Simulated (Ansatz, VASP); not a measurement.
# One calculation of PbS, two programs

POSCAR

```
PbS
1.0
    2.0799526900     -5.9912968600      0.0000000000
    2.0799526900      5.9912968600      0.0000000000
    0.0000000000      0.0000000000      4.2793209400
Pb S
2 2
Direct
    0.8694366500      0.1305633500      0.7500000000
    0.1305633500      0.8694366500      0.2500000000
    0.6452029100      0.3547970900      0.7500000000
    0.3547970900      0.6452029100      0.2500000000
```

INCAR.step1

```
SYSTEM = PbS
  ALGO = Normal
  EDIFF = 1E-4
  ENCUT = 520
  GGA = PE
  ISMEAR = -1
  LASPH = .TRUE.
  LCHARG = .FALSE.
  LREAL = .FALSE.
  LWAVE = .TRUE.
  NBANDS = 28
  NELM = 100
  PREC = Accurate
  SIGMA = 0.02
```

The input INCAR.step2:

```
SYSTEM = PbS
  ALGO = Normal
  EDIFF = 1E-6
  ENCUT = 520
  ISIF = 2
  ISMEAR = -1
  ISTART = 1
  LASPH = .TRUE.
  LCHARG = .TRUE.
  LELF = .TRUE.
  LMIXTAU = .TRUE.
  LREAL = .FALSE.
  LVHAR = .TRUE.
  LWAVE = .FALSE.
  METAGGA = R2SCAN
  NBANDS = 28
  NELM = 100
  PREC = Accurate
  SIGMA = 0.02
```

KPOINTS

```
k-points
0
G
  4 4 4
  0 0 0
```

Input for Ansatz:

```yaml
crystal:
  lattice:
    - [2.07995269, -5.99129686, 0.0]
    - [2.07995269, 5.99129686, 0.0]
    - [0.0, 0.0, 4.27932094]
  atoms:
    - { symbol: Pb, position: [0.86943665, 0.13056335, 0.75] }
    - { symbol: Pb, position: [0.13056335, 0.86943665, 0.25] }
    - { symbol: S, position: [0.64520291, 0.35479709, 0.75] }
    - { symbol: S, position: [0.35479709, 0.64520291, 0.25] }
basis:
  ecutwfc: 500.0
kpoints:
  mp_grid:
    grid: [4, 4, 4]
hamiltonian:
  xc: r2scan
scf:
  occupations:
    method: fermi_dirac
    width: 0.02
output:
  stress: true
```

Alike in both runs: task single point; functional r2SCAN; k mesh 4 × 4 × 4; occupations fermi-dirac, width 0.02 eV; no spin polarisation.

|  | VASP | Ansatz |
| --- | --- | --- |
| version | VASP 6.6.1 | Ansatz 0.2.0 |
| potentials or method | VASP PAW PBE potentials, release 64 (Pb_d, S), cutoff 520 eV | plane waves, PAW |
| valence electrons in the cell | 40 | 40 |

|  | VASP | Ansatz | Ansatz less VASP |
| --- | --- | --- | --- |
| pressure (GPa) | -0.1 | -0.1 | -0.01 |
| traceless stress, the component that is largest in VASP (GPa) | -0.17 | -0.17 | +0.002 |

VASP's potentials were made for PBE, not for r2SCAN.

Neither program's run includes spin-orbit coupling.
